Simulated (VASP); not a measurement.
# Hg2Sb (R-3m) in VASP: single point with PBE

Aim: the single point of Hg2Sb with PBE.

Program: VASP 6.6.1. These are calculated values, not measurements. Logs are shortened: lines on timing, memory, paths and dates and some standing lists are left out, and cuts for length are marked.

### 1 The cell of the first run

Symmetry: R-3m, No. 166, trigonal system. Conventional cell: a = 4.800 Å, b = 4.800 Å, c = 13.465 Å, α = 90.00°, β = 90.00°, γ = 120.00°. Within 4.0 Å of Hg (site symmetry 3m) lie 4 Sb at 3.07 to 3.17 Å and 6 Hg at 3.33 to 3.83 Å. Sb (site symmetry -3m) has 8 Hg at 3.07 to 3.17 Å within 4.0 Å.

### 2 Single point, PBE

INCAR reads:

```
ALGO = Fast
EDIFF = 1E-6
ENCUT = 520
GGA = PE
ISIF = 2
ISMEAR = 0
LASPH = T
LCHARG = F
LREAL = F
LWAVE = F
NBANDS = 22
NELM = 60
PREC = Accurate
SIGMA = 0.1
```

KPOINTS reads:

```
k-points
0
Gamma
  6 6 6
```

POSCAR reads:

```
Hg2Sb
1.0
    2.4000691732      1.3856805832      4.4883047091
   -2.4000691732      1.3856805832      4.4883047091
    0.0000000000     -2.7713611665      4.4883047091
Hg Sb
2 1
Direct
    0.7645972831      0.7645972831      0.7645972831
    0.2354027169      0.2354027169      0.2354027169
    0.0000000000      0.0000000000      0.0000000000
```

Potentials or basis: VASP PAW PBE potentials, release 64 (Hg, Sb).

Run with:

```
> cat potpaw_PBE.64/Hg/POTCAR potpaw_PBE.64/Sb/POTCAR > POTCAR
> mpirun -np 1 vasp_std > vasp.out
```

OUTCAR:

```text
EDIFF = 1E-6
   ENCUT = 520
   GGA = PE
   ISIF = 2
   ISMEAR = 0
   LASPH = T
   LREAL = F
   NELM = 60
   PREC = Accurate

 ion  position               nearest neighbor table
   1  0.765  0.765  0.765-   3 3.07   3 3.07   3 3.07   3 3.17   2 3.33   2 3.33   2 3.33   2 3.83
                             2 3.83   2 3.83
   2  0.235  0.235  0.235-   3 3.07   3 3.07   3 3.07   3 3.17   1 3.33   1 3.33   1 3.33   1 3.83
                             1 3.83   1 3.83
   3  0.000  0.000  0.000-   1 3.07   1 3.07   2 3.07   2 3.07   1 3.07   2 3.07   2 3.17   1 3.17

  LATTYP: Found a trigonal (rhomboedric) cell.
 ALAT       =     5.2749712678
 COS(alpha) =     0.5859647510

  Lattice vectors:

 A1 = (   2.4000691732,   1.3856805832,   4.4883047091)
 A2 = (  -2.4000691732,   1.3856805832,   4.4883047091)
 A3 = (   0.0000000000,  -2.7713611665,   4.4883047091)

Analysis of symmetry for initial positions (statically):
=====================================================================
 Subroutine PRICEL returns:
 Original cell was already a primitive cell.

 Routine SETGRP: Setting up the symmetry group for a
 trigonal (rhombohedral) supercell.

 Subroutine GETGRP returns: Found 12 space group operations
 (whereof 12 operations were pure point group operations)
 out of a pool of 12 trial point group operations.

The static configuration has the point symmetry D_3d.

Analysis of symmetry for dynamics (positions and initial velocities):
=====================================================================
 Subroutine PRICEL returns:
 Original cell was already a primitive cell.

 Routine SETGRP: Setting up the symmetry group for a
 trigonal (rhombohedral) supercell.

 Subroutine GETGRP returns: Found 12 space group operations
 (whereof 12 operations were pure point group operations)
 out of a pool of 12 trial point group operations.

The dynamic configuration has the point symmetry D_3d.

 Subroutine INISYM returns: Found 12 space group operations
 (whereof 12 operations are pure point group operations),
 and found     1 'primitive' translations

----------------------------------------------------------------------------------------

                                     Primitive cell

  volume of cell :      89.5613

  direct lattice vectors                    reciprocal lattice vectors
     2.400069173  1.385680583  4.488304709     0.208327329  0.120277839  0.074267091
    -2.400069173  1.385680583  4.488304709    -0.208327329  0.120277839  0.074267091
     0.000000000 -2.771361167  4.488304709     0.000000000 -0.240555679  0.074267091

  length of vectors
     5.274971268  5.274971268  5.274971268     0.251759082  0.251759082  0.251759082

  position of ions in fractional coordinates (direct lattice)
     0.764597283  0.764597283  0.764597283
     0.235402717  0.235402717  0.235402717
     0.000000000  0.000000000  0.000000000

  ion indices of the primitive-cell ions
   primitive index   ion index
                 1           1
                 2           2
                 3           3

----------------------------------------------------------------------------------------

 KPOINTS: k-points

Automatic generation of k-mesh.
 Grid dimensions read from file:
 generate k-points for:    6    6    6

 Generating k-lattice:

  Cartesian coordinates                     Fractional coordinates (reciprocal lattice)
     0.034721221  0.020046307  0.012377848     0.166666667  0.000000000 -0.000000000
    -0.034721221  0.020046307  0.012377848     0.000000000  0.166666667 -0.000000000
     0.000000000 -0.040092613  0.012377848    -0.000000000 -0.000000000  0.166666667

  Length of vectors
     0.041959847  0.041959847  0.041959847

  Shift w.r.t. Gamma in fractional coordinates (k-lattice)
     0.000000000  0.000000000  0.000000000

 Subroutine IBZKPT returns following result:
 ===========================================

 Found     32 irreducible k-points:

 Following reciprocal coordinates:
            Coordinates               Weight
  0.000000  0.000000  0.000000      1.000000
  0.166667  0.000000 -0.000000      6.000000
  0.333333  0.000000  0.000000      6.000000
  0.500000 -0.000000  0.000000      3.000000
  0.166667  0.166667 -0.000000      6.000000
  0.333333  0.166667  0.000000     12.000000
[... 16 lines left out ...]
  0.500000  0.500000  0.166667      6.000000
 -0.333333  0.500000  0.166667     12.000000
 [... further k-points ...]
   k-points           NKPTS =     32   k-points in BZ     NKDIM =     32   number of bands    NBANDS=     22
   number of dos      NEDOS =    301   number of ions     NIONS =      3
   total plane-waves  NPLWV =  64000
   dimension x,y,z NGX =    40 NGY =   40 NGZ =   40
   dimension x,y,z NGXF=    80 NGYF=   80 NGZF=   80
   ions per type =               2   1
   NGX,Y,Z   is equivalent  to a cutoff of  12.61, 12.61, 12.61 a.u.
   NGXF,Y,Z  is equivalent  to a cutoff of  25.21, 25.21, 25.21 a.u.
 SYSTEM =  unknown system
   PREC   = accura    normal or accurate (medium, high low for compatibility)
   ISTART =      0    job   : 0-new  1-cont  2-samecut
   ICHARG =      2    charge: 1-file 2-atom 10-const
   ISPIN  =      1    spin polarized calculation?
   LNONCOLLINEAR =      F non collinear calculations
   LSORBIT =      F    spin-orbit coupling
   LASPH  =      T    aspherical Exc in radial PAW
   ENCUT  =  520.0 eV  38.22 Ry    6.18 a.u.   9.81  9.81  9.81*2*pi/ulx,y,z
   NELM   =     60;   NELMIN=  2; NELMDL= -5     # of ELM steps
   EDIFF  = 0.1E-05   stopping-criterion for ELM
   LREAL  =      F    real-space projection
   EDIFFG = 0.1E-04   stopping-criterion for IOM
   NSW    =      0    number of steps for IOM
   IBRION =     -1    ionic relax: 0-MD 1-quasi-New 2-CG
   NFREE  =      0    steps in history (QN), initial steepest desc. (CG)
   ISIF   =      2    stress and relaxation
   ISYM   =      2    0-nonsym 1-usesym 2-fastsym
   POTIM  = 0.5000    time-step for ionic-motion
   TEBEG  =    0.0;   TEEND  =   0.0 temperature during run
   PSTRESS=    0.0 pullay stress
   NELECT =      29.0000    total number of electrons
   NUPDOWN=      -1.0000    fix difference up-down
   EMIN   =  10.00;   EMAX   =-10.00  energy-range for DOS
   EFERMI =   0.00;   METHOD = LEGACY
   ISMEAR =     0;   SIGMA  =   0.10  broadening in eV -4-tet -1-fermi 0-gaus
   EFERMI_NEDOS =   21; number of points for ismear=-14 and -15
   IALGO  =     68    algorithm
   IMIX   =      4    mixing-type and parameters
     AMIX     =   0.40;   BMIX     =  1.00
     AMIX_MAG =   1.60;   BMIX_MAG =  1.00
  volume/ion in A,a.u.               =      29.85       201.46
  Fermi-wavevector in a.u.,A,eV,Ry     =   1.124175  2.124383 17.194634  1.263770
  Thomas-Fermi vector in A             =   2.260846
   LORBIT       =      0    0 simple, 1 ext, 2 COOP (PROOUT), +10 PAW based schemes
   GGA     = PE    functional components
   LHFCALC =     F    Hartree Fock is set to
   AEXX    =    0.0000 exact exchange contribution
   IVDW    =     0    specifies the selected vdW correction
   LEPSILON=     F    determine dielectric tensor
   LRPA    =     F    only Hartree local field effects (RPA)
 non-spin polarized calculation
 RMM-DIIS sequential band-by-band and
 Gauss-broadening in eV      SIGMA  =   0.10
  energy-cutoff  :      520.00
  volume of cell :       89.56
 maximum number of plane-waves:      2432
   NGX = 19   NGY = 19   NGZ = 19

 number of electron      29.0000002 magnetization

 Free energy of the ion-electron system (eV)
  ---------------------------------------------------
  ext. energy  EPLUGINS =         0.00000000
  ---------------------------------------------------
  free energy    TOTEN  =        -4.10749473 eV

  energy without entropy =       -4.09704075  energy(sigma->0) =       -4.10226774

 E-fermi :   3.1802     XC(G=0):  -9.4740

 val. band max:        3.1522752724   @ k =   0.5000   0.1667   0.1667
 cond. band min:       3.2024239013   @ k =   0.3333   0.1667   0.0000
 fundamental gap:      0.0501486289
 Fermi energy:         3.1801719587

 k-point     1 :       0.0000    0.0000    0.0000
  band No.  band energies     occupation
      1      -7.2842      2.00000
      2      -4.1008      2.00000
      3      -4.0289      2.00000
      4      -4.0289      2.00000
      5      -3.9757      2.00000
      6      -3.9757      2.00000
[... 14 lines left out ...]
     21       9.8309      0.00000
     22      10.3453      0.00000

 k-point     2 :       0.1667    0.0000   -0.0000
  band No.  band energies     occupation
      1      -7.1268      2.00000
      2      -4.0451      2.00000
      3      -4.0127      2.00000
      4      -3.9845      2.00000
      5      -3.9090      2.00000
      6      -3.8874      2.00000
[... 14 lines left out ...]
     21       9.5128      0.00000
     22       9.8631      0.00000

 k-point     3 :       0.3333    0.0000    0.0000
  band No.  band energies     occupation
      1      -6.7774      2.00000
      2      -3.9322      2.00000
      3      -3.9046      2.00000
      4      -3.8150      2.00000
      5      -3.7332      2.00000
      6      -3.6647      2.00000
[... 14 lines left out ...]
     21      10.3422      0.00000
     22      10.8359      0.00000
[... 476 lines left out ...]
 k-point    23 :       0.5000    0.5000    0.1667
  band No.  band energies     occupation
      1      -6.4694      2.00000
      2      -3.9938      2.00000
      3      -3.8749      2.00000
      4      -3.7358      2.00000
      5      -3.6909      2.00000
      6      -3.6120      2.00000
[... 14 lines left out ...]
     21      10.5910      0.00000
     22      12.3409      0.00000

 k-point    24 :      -0.3333    0.5000    0.1667
  band No.  band energies     occupation
      1      -6.3948      2.00000
      2      -3.9368      2.00000
      3      -3.8457      2.00000
      4      -3.7795      2.00000
      5      -3.7235      2.00000
      6      -3.5573      2.00000
[... 14 lines left out ...]
     21      11.3391      0.00000
     22      12.2994      0.00000

 [... further k-points ...]

------------------------ aborting loop because EDIFF is reached ----------------------------------------

  FORCE on cell =-STRESS in cart. coord.  units (eV):
  Direction    XX          YY          ZZ          XY          YZ          ZX
  --------------------------------------------------------------------------------------
  -------------------------------------------------------------------------------------
  Total        0.0264131      0.0264131     -0.1215429      0.0000000      0.0000000      0.0000000
  in kB        0.4725085      0.4725085     -2.1743012      0.0000000      0.0000000      0.0000000
  external PRESSURE =      -0.4097614 kB  Pullay stress =       0.0000000 kB

 VOLUME and BASIS-vectors are now :
 -----------------------------------------------------------------------------
  energy-cutoff  :      520.00
  volume of cell :       89.56
      direct lattice vectors                 reciprocal lattice vectors
     2.400069173  1.385680583  4.488304709     0.208327329  0.120277839  0.074267091
    -2.400069173  1.385680583  4.488304709    -0.208327329  0.120277839  0.074267091
     0.000000000 -2.771361167  4.488304709     0.000000000 -0.240555679  0.074267091

 POSITION                                       TOTAL-FORCE (eV/Angst)
 -----------------------------------------------------------------------------------
      0.00000     -0.00000     10.29524        -0.000000      0.000000     -0.009059
      0.00000     -0.00000      3.16968        -0.000000     -0.000000      0.009059
      0.00000      0.00000      0.00000         0.000000     -0.000000      0.000000
 -----------------------------------------------------------------------------------
    total drift:                               -0.000000      0.000000      0.000000

  FREE ENERGIE OF THE ION-ELECTRON SYSTEM (eV)
  ---------------------------------------------------
  free  energy   TOTEN  =        -4.1074947301 eV

  energy  without entropy=       -4.0970407537  energy(sigma->0) =       -4.10226774
```

Wall time 31 s (1 thread of Intel Xeon 6975P-C (Granite Rapids), shared host); peak memory 0.26 GiB.

Results:

| Quantity | Value |
| --- | --- |
| Free energy | -4.1075 eV |
| Pressure | 0.0 GPa |
| Largest force | 0.009 eV/Å |

Forces in eV/Å, atoms in the order of the input:
```
Hg   0.000  0.000 -0.009
Hg   0.000  0.000  0.009
Sb   0.000  0.000  0.000
```

Stress tensor (GPa, compression positive):
```
 0.05  0.00  0.00
 0.00  0.05  0.00
 0.00  0.00 -0.22
```

Levels at points of the mesh, in eV from the Fermi level:
```tsv
k point	band 13	band 14	band 15	band 16	band 17	band 18
(0.00, 0.00, 0.00)	-1.14	0.41	0.41	0.84	1.75	2.58
(0.50, 0.00, 0.00)	-2.68	-1.19	-0.40	2.63	2.66	3.19
(0.50, 0.50, 0.00)	-2.51	-2.44	-1.90	1.40	3.97	6.68
(0.50, 0.50, 0.50)	-1.29	-0.37	-0.37	3.38	3.89	3.89
```

Caveat: spin-orbit coupling is left out, which moves the levels of the heavy elements.
